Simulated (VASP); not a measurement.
# Pb (P6_3/mmc) in VASP: further runs

The runs below take Pb through single point, with LDA.

Program: VASP 6.6.1. These are calculated values, not measurements. Logs are shortened: lines on timing, memory, paths and dates and some standing lists are left out, and cuts for length are marked.

**1. The cell of the first run**

It takes space group P6_3/mmc (No. 194, hexagonal). The conventional cell has a = 3.437 Å, b = 3.437 Å, c = 5.643 Å, α = 90.00°, β = 90.00°, γ = 120.00°. Pb (site symmetry -6m2) has 12 Pb at 3.44 to 3.45 Å within 4.5 Å.

**2. Single point, LDA**

Input file INCAR:

```
SYSTEM = Pb
ALGO = Normal
EDIFF = 1E-6
ENCUT = 520
GGA = CA
ISIF = 2
ISMEAR = -1
LASPH = .True.
LCHARG = .True.
LELF = .True.
LREAL = .False.
LVHAR = .True.
LWAVE = .False.
NBANDS = 21
NELM = 60
PREC = Accurate
SIGMA = 0.1
```

Input file KPOINTS:

```
k-points
0
Gamma
  10 10 6
  0 0 0
```

Input file POSCAR:

```
Pb
1.0
    3.4368265815      0.0000000000      0.0000000000
   -1.7184132908      2.9763791279      0.0000000000
    0.0000000000      0.0000000000      5.6433871077
Pb
2
Direct
    0.3333333333      0.6666666667      0.2500000000
    0.6666666667      0.3333333333      0.7500000000
```

Potentials or basis: VASP PAW LDA potentials, release 64 (Pb_d).

Started as:

```bash
> cat potpaw_LDA.64/Pb_d/POTCAR > POTCAR
> mpirun -np 1 vasp_std > vasp.out
```

OUTCAR:

```text
SYSTEM = Pb
   EDIFF = 1E-6
   ENCUT = 520
   GGA = CA
   ISIF = 2
   ISMEAR = -1
   LASPH = .True.
   LREAL = .False.
   NELM = 60
   PREC = Accurate

 ion  position               nearest neighbor table
   1  0.333  0.667  0.250-   2 3.45   2 3.45   2 3.45   2 3.45   2 3.45   2 3.45
   2  0.667  0.333  0.750-   1 3.45   1 3.45   1 3.45   1 3.45   1 3.45   1 3.45

  LATTYP: Found a hexagonal cell.
 ALAT       =     3.4368265815
 C/A-ratio  =     1.6420342935

  Lattice vectors:

 A1 = (   3.4368265815,   0.0000000000,   0.0000000000)
 A2 = (  -1.7184132908,   2.9763791279,   0.0000000000)
 A3 = (   0.0000000000,   0.0000000000,   5.6433871077)

Analysis of symmetry for initial positions (statically):
=====================================================================
 Subroutine PRICEL returns:
 Original cell was already a primitive cell.

 Routine SETGRP: Setting up the symmetry group for a
 hexagonal supercell.

 Subroutine GETGRP returns: Found 24 space group operations
 (whereof 12 operations were pure point group operations)
 out of a pool of 24 trial point group operations.

The static configuration has the point symmetry D_3d.
 The point group associated with its full space group is D_6h.

Analysis of symmetry for dynamics (positions and initial velocities):
=====================================================================
 Subroutine PRICEL returns:
 Original cell was already a primitive cell.

 Routine SETGRP: Setting up the symmetry group for a
 hexagonal supercell.

 Subroutine GETGRP returns: Found 24 space group operations
 (whereof 12 operations were pure point group operations)
 out of a pool of 24 trial point group operations.

The dynamic configuration has the point symmetry D_3d.
 The point group associated with its full space group is D_6h.

 Subroutine INISYM returns: Found 24 space group operations
 (whereof 12 operations are pure point group operations),
 and found     1 'primitive' translations

----------------------------------------------------------------------------------------

                                     Primitive cell

  volume of cell :      57.7279

  direct lattice vectors                    reciprocal lattice vectors
     3.436826582  0.000000000  0.000000000     0.290966092  0.167989352  0.000000000
    -1.718413291  2.976379128  0.000000000     0.000000000  0.335978703  0.000000000
     0.000000000  0.000000000  5.643387108     0.000000000  0.000000000  0.177198548

[... 73 lines left out ...]
 SYSTEM =  Pb
   PREC   = accura    normal or accurate (medium, high low for compatibility)
   ISTART =      0    job   : 0-new  1-cont  2-samecut
   ICHARG =      2    charge: 1-file 2-atom 10-const
   ISPIN  =      1    spin polarized calculation?
   LNONCOLLINEAR =      F non collinear calculations
   LSORBIT =      F    spin-orbit coupling
   LASPH  =      T    aspherical Exc in radial PAW
   ENCUT  =  520.0 eV  38.22 Ry    6.18 a.u.   6.39  6.39 10.49*2*pi/ulx,y,z
   NELM   =     60;   NELMIN=  2; NELMDL= -5     # of ELM steps
   EDIFF  = 0.1E-05   stopping-criterion for ELM
   LREAL  =      F    real-space projection
   EDIFFG = 0.1E-04   stopping-criterion for IOM
   NSW    =      0    number of steps for IOM
   IBRION =     -1    ionic relax: 0-MD 1-quasi-New 2-CG
   NFREE  =      0    steps in history (QN), initial steepest desc. (CG)
   ISIF   =      2    stress and relaxation
   ISYM   =      2    0-nonsym 1-usesym 2-fastsym
   POTIM  = 0.5000    time-step for ionic-motion
   TEBEG  =    0.0;   TEEND  =   0.0 temperature during run
   PSTRESS=    0.0 pullay stress
   NELECT =      28.0000    total number of electrons
   NUPDOWN=      -1.0000    fix difference up-down
   EMIN   =  10.00;   EMAX   =-10.00  energy-range for DOS
   EFERMI =   0.00;   METHOD = LEGACY
   ISMEAR =    -1;   SIGMA  =   0.10  broadening in eV -4-tet -1-fermi 0-gaus
   EFERMI_NEDOS =   21; number of points for ismear=-14 and -15
   IALGO  =     38    algorithm
   IMIX   =      4    mixing-type and parameters
     AMIX     =   0.40;   BMIX     =  1.00
     AMIX_MAG =   1.60;   BMIX_MAG =  1.00
  volume/ion in A,a.u.               =      28.86       194.78
  Fermi-wavevector in a.u.,A,eV,Ry     =   1.286270  2.430699 22.510724  1.654492
  Thomas-Fermi vector in A             =   2.418355
   LORBIT       =      0    0 simple, 1 ext, 2 COOP (PROOUT), +10 PAW based schemes
   GGA     = CA    functional components
   LHFCALC =     F    Hartree Fock is set to
   AEXX    =    0.0000 exact exchange contribution
   IVDW    =     0    specifies the selected vdW correction
   LEPSILON=     F    determine dielectric tensor
   LRPA    =     F    only Hartree local field effects (RPA)
 non-spin polarized calculation
  energy-cutoff  :      520.00
  volume of cell :       57.73
 maximum number of plane-waves:      1578
 NGX is ok and might be reduce to    28
   NGX = 13   NGY = 13   NGZ = 21

 number of electron      28.0000010 magnetization

 Free energy of the ion-electron system (eV)
  ---------------------------------------------------
  ext. energy  EPLUGINS =         0.00000000
  ---------------------------------------------------
  free energy    TOTEN  =        -8.50281350 eV

  energy without entropy =       -8.46120342  energy(sigma->0) =       -8.48200846

 E-fermi :   7.5557     XC(G=0): -10.6950

 val. band max:        7.5473134318   @ k =   0.3000   0.3000   0.0000
 cond. band min:       7.5636616464   @ k =   0.4000   0.2000   0.5000
 fundamental gap:      0.0163482145
 Fermi energy:         7.5556743367

 k-point     1 :       0.0000    0.0000    0.0000
  band No.  band energies     occupation
      1      -9.5291      2.00000
      2      -9.4897      2.00000
      3      -9.4566      2.00000
      4      -9.4566      2.00000
      5      -9.4320      2.00000
      6      -9.4320      2.00000
[... 565 lines left out ...]
     20      15.5000      0.00000
     21      18.7845      0.00000

 [... further k-points ...]
[... 5 lines left out ...]
  --------------------------------------------------------------------------------------
  -------------------------------------------------------------------------------------
  Total        0.0152449      0.0152449      0.0216106     -0.0000000      0.0000000     -0.0000000
  in kB        0.4231062      0.4231062      0.5997797     -0.0000000      0.0000000     -0.0000000
  external PRESSURE =       0.4819974 kB  Pullay stress =       0.0000000 kB

 VOLUME and BASIS-vectors are now :
 -----------------------------------------------------------------------------
  energy-cutoff  :      520.00
  volume of cell :       57.73
      direct lattice vectors                 reciprocal lattice vectors
     3.436826582  0.000000000  0.000000000     0.290966092  0.167989352  0.000000000
    -1.718413291  2.976379128  0.000000000     0.000000000  0.335978703  0.000000000
     0.000000000  0.000000000  5.643387108     0.000000000  0.000000000  0.177198548

 POSITION                                       TOTAL-FORCE (eV/Angst)
 -----------------------------------------------------------------------------------
     -0.00000      1.98425      1.41085         0.000000     -0.000000      0.000000
      1.71841      0.99213      4.23254        -0.000000      0.000000      0.000000
 -----------------------------------------------------------------------------------
    total drift:                               -0.000000      0.000000      0.000000

  FREE ENERGIE OF THE ION-ELECTRON SYSTEM (eV)
  ---------------------------------------------------
  free  energy   TOTEN  =        -8.5028134977 eV

  energy  without entropy=       -8.4612034226  energy(sigma->0) =       -8.48200846
```

OSZICAR:

```text
N       E                     dE             d eps       ncg     rms          rms(c)
DAV:   1     0.297923994330E+03    0.29792E+03   -0.14310E+04  2352   0.166E+03
DAV:   2     0.135152513785E+02   -0.28441E+03   -0.27782E+03  2377   0.414E+02
DAV:   3    -0.783505213511E+01   -0.21350E+02   -0.21122E+02  2785   0.139E+02
DAV:   4    -0.850516071078E+01   -0.67011E+00   -0.66949E+00  2825   0.276E+01
DAV:   5    -0.853742939775E+01   -0.32269E-01   -0.32268E-01  3231   0.563E+00    0.846E-01
DAV:   6    -0.851078037787E+01    0.26649E-01   -0.45963E-02  3236   0.291E+00    0.399E-01
DAV:   7    -0.850341290155E+01    0.73675E-02   -0.16179E-02  3242   0.168E+00    0.120E-01
DAV:   8    -0.850281526029E+01    0.59764E-03   -0.95976E-04  3178   0.443E-01    0.129E-02
DAV:   9    -0.850281316334E+01    0.20970E-05   -0.40265E-05  3344   0.905E-02    0.517E-03
DAV:  10    -0.850281349766E+01   -0.33432E-06   -0.17270E-06  1874   0.164E-02
   1 F= -.85028135E+01 E0= -.84820085E+01  d E =-.416101E-01
```

stdout:

```text
POSCAR found type information on POSCAR Pb
 POSCAR found :  1 types and       2 ions
 scaLAPACK will be used
 LDA part: xc-table for (Slater(with rela. corr.)+CA(PZ))
 , standard interpolation
 POSCAR, INCAR and KPOINTS ok, starting setup
 FFT: planning ... GRIDC
 FFT: planning ... GRID_SOFT
 FFT: planning ... GRID
 WAVECAR not read
 entering main loop
```

It took 89 s on 1 thread of AMD EPYC 7R13, shared host; peak memory 0.15 GiB.

What came out:

```yaml
Free_energy: -8.5028 eV
Pressure: 0.0 GPa
Band_gap_on_the_k_mesh: zero (band 14 reaches 13.53 eV, above the bottom of band 15 at 6.01 eV)
```

Levels at points of the mesh, in eV from the Fermi level:
```csv
k point,band 10,band 11,band 12,band 13,band 14,band 15,band 16,band 17,band 18,band 19
"(0.00, 0.00, 0.00)",-16.74,-12.09,-8.23,-4.44,5.87,5.87,7.74,7.74,7.79,9.20
"(0.50, 0.00, 0.00)",-16.69,-8.38,-7.15,-3.02,-1.61,-0.55,1.79,2.13,5.81,6.46
"(0.00, 0.00, 0.50)",-16.81,-10.84,-10.84,0.77,0.77,6.75,6.75,6.75,6.75,9.48
"(0.50, 0.00, 0.50)",-16.70,-7.54,-7.54,-3.88,-3.88,3.56,3.56,3.65,3.65,7.12
```

Caveat: spin-orbit coupling is left out, which moves the levels of the heavy elements.

**3. Single point, LDA (volume scaled by 0.88)**

Input file INCAR:

```
PREC = Accurate ; ENCUT = 520
EDIFF = 1E-6 ; ISMEAR = -1
SIGMA = 0.1 ; LREAL = False
LASPH = True ; NELM = 100
ALGO = Normal ; ISIF = 2
LWAVE = False ; LCHARG = False
GGA = CA ; NBANDS = 21
```

Input file KPOINTS:

```
Automatic mesh
0
Gamma
  12 12 7
```

Input file POSCAR:

```
Pb
1.0
    3.2934558255      0.0000000000      0.0000000000
   -1.6467279128      2.8522164111      0.0000000000
    0.0000000000      0.0000000000      5.4079674098
Pb
2
Direct
    0.3333333333      0.6666666667      0.2500000000
    0.6666666667      0.3333333333      0.7500000000
```

Potentials or basis: VASP PAW LDA potentials, release 64 (Pb_d).

Started as:

```bash
> cat potpaw_LDA.64/Pb_d/POTCAR > POTCAR
> mpirun -np 1 vasp_std > vasp.out
```

OUTCAR:

```text
PREC = Accurate
   ENCUT = 520
   EDIFF = 1E-6
   ISMEAR = -1
   LREAL = False
   LASPH = True
   NELM = 100
   ISIF = 2
   GGA = CA

 ion  position               nearest neighbor table
   1  0.333  0.667  0.250-   2 3.31   2 3.31   2 3.31   2 3.31   2 3.31   2 3.31
   2  0.667  0.333  0.750-   1 3.31   1 3.31   1 3.31   1 3.31   1 3.31   1 3.31

  LATTYP: Found a hexagonal cell.
 ALAT       =     3.2934558255
 C/A-ratio  =     1.6420342936

  Lattice vectors:

 A1 = (   3.2934558255,   0.0000000000,   0.0000000000)
 A2 = (  -1.6467279128,   2.8522164111,   0.0000000000)
 A3 = (   0.0000000000,   0.0000000000,   5.4079674098)

Analysis of symmetry for initial positions (statically):
=====================================================================
 Subroutine PRICEL returns:
 Original cell was already a primitive cell.

 Routine SETGRP: Setting up the symmetry group for a
 hexagonal supercell.

 Subroutine GETGRP returns: Found 24 space group operations
 (whereof 12 operations were pure point group operations)
 out of a pool of 24 trial point group operations.

The static configuration has the point symmetry D_3d.
 The point group associated with its full space group is D_6h.

Analysis of symmetry for dynamics (positions and initial velocities):
=====================================================================
 Subroutine PRICEL returns:
 Original cell was already a primitive cell.

 Routine SETGRP: Setting up the symmetry group for a
 hexagonal supercell.

 Subroutine GETGRP returns: Found 24 space group operations
 (whereof 12 operations were pure point group operations)
 out of a pool of 24 trial point group operations.

The dynamic configuration has the point symmetry D_3d.
[... 105 lines left out ...]
   NFREE  =      0    steps in history (QN), initial steepest desc. (CG)
   ISIF   =      2    stress and relaxation
   ISYM   =      2    0-nonsym 1-usesym 2-fastsym
   POTIM  = 0.5000    time-step for ionic-motion
   TEBEG  =    0.0;   TEEND  =   0.0 temperature during run
   PSTRESS=    0.0 pullay stress
   NELECT =      28.0000    total number of electrons
   NUPDOWN=      -1.0000    fix difference up-down
   EMIN   =  10.00;   EMAX   =-10.00  energy-range for DOS
   EFERMI =   0.00;   METHOD = LEGACY
   ISMEAR =    -1;   SIGMA  =   0.10  broadening in eV -4-tet -1-fermi 0-gaus
   EFERMI_NEDOS =   21; number of points for ismear=-14 and -15
   IALGO  =     38    algorithm
   IMIX   =      4    mixing-type and parameters
     AMIX     =   0.40;   BMIX     =  1.00
     AMIX_MAG =   1.60;   BMIX_MAG =  1.00
  volume/ion in A,a.u.               =      25.40       171.41
  Fermi-wavevector in a.u.,A,eV,Ry     =   1.342264  2.536512 24.513256  1.801674
  Thomas-Fermi vector in A             =   2.470432
   LORBIT       =      0    0 simple, 1 ext, 2 COOP (PROOUT), +10 PAW based schemes
   GGA     = CA    functional components
   LHFCALC =     F    Hartree Fock is set to
   AEXX    =    0.0000 exact exchange contribution
   IVDW    =     0    specifies the selected vdW correction
   LEPSILON=     F    determine dielectric tensor
   LRPA    =     F    only Hartree local field effects (RPA)
 non-spin polarized calculation
  energy-cutoff  :      520.00
  volume of cell :       50.80
 maximum number of plane-waves:      1383
   NGX = 13   NGY = 13   NGZ = 21

 number of electron      28.0000004 magnetization

 Free energy of the ion-electron system (eV)
  ---------------------------------------------------
  ext. energy  EPLUGINS =         0.00000000
  ---------------------------------------------------
  free energy    TOTEN  =        -8.29732187 eV

  energy without entropy =       -8.25860914  energy(sigma->0) =       -8.27796550

 E-fermi :   9.1841     XC(G=0): -11.3320

 val. band max:        9.1582043735   @ k =   0.3333   0.2500   0.0000
 cond. band min:       9.2068517712   @ k =   0.1667   0.1667   0.1429
 fundamental gap:      0.0486473977
 Fermi energy:         9.1840964628

 k-point     1 :       0.0000    0.0000    0.0000
  band No.  band energies     occupation
      1      -8.1244      2.00000
      2      -8.0304      2.00000
      3      -7.9891      2.00000
      4      -7.9891      2.00000
      5      -7.9513      2.00000
      6      -7.9513      2.00000
[... 565 lines left out ...]
     20      18.0733      0.00000
     21      19.9739      0.00000

 [... further k-points ...]
[... 5 lines left out ...]
  --------------------------------------------------------------------------------------
  -------------------------------------------------------------------------------------
  Total        3.1456802      3.1456802      2.7802399     -0.0000000      0.0000000     -0.0000000
  in kB       99.2102998     99.2102998     87.6848327     -0.0000000      0.0000000     -0.0000000
  external PRESSURE =      95.3684774 kB  Pullay stress =       0.0000000 kB

 VOLUME and BASIS-vectors are now :
 -----------------------------------------------------------------------------
  energy-cutoff  :      520.00
  volume of cell :       50.80
      direct lattice vectors                 reciprocal lattice vectors
     3.293455826  0.000000000  0.000000000     0.303632431  0.175302266  0.000000000
    -1.646727913  2.852216411  0.000000000     0.000000000  0.350604532  0.000000000
     0.000000000  0.000000000  5.407967410     0.000000000  0.000000000  0.184912357

 POSITION                                       TOTAL-FORCE (eV/Angst)
 -----------------------------------------------------------------------------------
     -0.00000      1.90148      1.35199         0.000000     -0.000000      0.000000
      1.64673      0.95074      4.05598        -0.000000      0.000000      0.000000
 -----------------------------------------------------------------------------------
    total drift:                               -0.000000      0.000000     -0.000000

  FREE ENERGIE OF THE ION-ELECTRON SYSTEM (eV)
  ---------------------------------------------------
  free  energy   TOTEN  =        -8.2973218659 eV

  energy  without entropy=       -8.2586091375  energy(sigma->0) =       -8.27796550
```

Wall time 74 s (1 thread of AMD EPYC 7R13, shared host); peak memory 0.16 GiB.

What came out:

```
Free energy            : -8.2973 eV
Pressure               : 9.5 GPa
Band gap on the k mesh : zero (band 14 reaches 15.92 eV, above the bottom of band 15 at 6.85 eV)
```

Stress tensor (GPa, compression positive):
```
9.92 0.00 0.00
0.00 9.92 0.00
0.00 0.00 8.77
```

Levels at points of the mesh, in eV from the Fermi level:
| k point | band 12 | band 13 | band 14 | band 15 | band 16 | band 17 |
| --- | --- | --- | --- | --- | --- | --- |
| (0.00, 0.00, 0.00) | -8.38 | -5.16 | 6.64 | 6.64 | 8.81 | 8.82 |
| (0.50, 0.00, 0.00) | -7.33 | -3.16 | -1.82 | -0.73 | 1.88 | 2.25 |

Caveat: spin-orbit coupling is left out, which moves the levels of the heavy elements.

(Part 1 of 2 ends here.)
